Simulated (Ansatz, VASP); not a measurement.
# LiF: VASP beside Ansatz

File INCAR:

```
PREC = Accurate ; ENCUT = 520
EDIFF = 1E-7 ; ISMEAR = 0
SIGMA = 0.05 ; LREAL = False
LASPH = True ; NELM = 80
ALGO = Normal ; ISIF = 2
LWAVE = False ; LCHARG = False
GGA = PE ; NBANDS = 18
```

Contents of KPOINTS:

```
regular mesh
0
Gamma
  9 9 6
```

POSCAR

```
LiF
1.0
    3.1775711328      0.0000000000      0.0000000000
   -1.5887855664      2.7518573233      0.0000000000
    0.0000000000      0.0000000000      4.7437959441
Li F
2 2
Direct
    0.3333333333      0.6666666667      0.3912714954
    0.6666666667      0.3333333333      0.8912714954
    0.3333333333      0.6666666667      0.9939266766
    0.6666666667      0.3333333333      0.4939266766
```

Input for Ansatz:

```yaml
crystal:
  lattice:
    - [3.1775711328, 0.0, 0.0]
    - [-1.5887855664, 2.7518573233, 0.0]
    - [0.0, 0.0, 4.7437959441]
  atoms:
    - { symbol: Li, position: [0.3333333333, 0.6666666667, 0.3912714954] }
    - { symbol: Li, position: [0.6666666667, 0.3333333333, 0.8912714954] }
    - { symbol: F, position: [0.3333333333, 0.6666666667, 0.9939266766] }
    - { symbol: F, position: [0.6666666667, 0.3333333333, 0.4939266766] }
basis:
  ecutwfc: 520.0
kpoints:
  mp_grid: { grid: [9, 9, 6] }
hamiltonian:
  xc: pbe
scf:
  occupations: { method: gaussian, width: 0.05 }
output:
  forces: true
  stress: true
  eigenvalues: true
```

Alike in both runs: task single point; functional PBE; k mesh 9 × 9 × 6; occupations gaussian, width 0.05 eV; no spin polarisation.

```csv
,VASP,Ansatz
version,VASP 6.6.1,Ansatz 0.2.0
potentials or method,"VASP PAW PBE potentials, release 64 (Li_sv, F), cutoff 520 eV","scalar-relativistic, plane waves, PAW"
valence electrons in the cell,20,20
```

|  | VASP | Ansatz | Ansatz less VASP |
| --- | --- | --- | --- |
| gap on the k mesh at the Fermi level (eV) | 7.49 | 7.50 | +0.011 |
| least direct gap on the mesh (eV) | 7.49 | 7.50 | +0.011 |
| rms of the force components (eV/Å) | 0.020 | 0.017 | -0.0027 |

Atom by atom the forces differ by 0.003 eV/Å (rms over components). The functional is the same, so the differences come from potentials, cutoffs and numerics.

Noted on VASP's run: the cutoff is short for stress, so the pressure is rough.
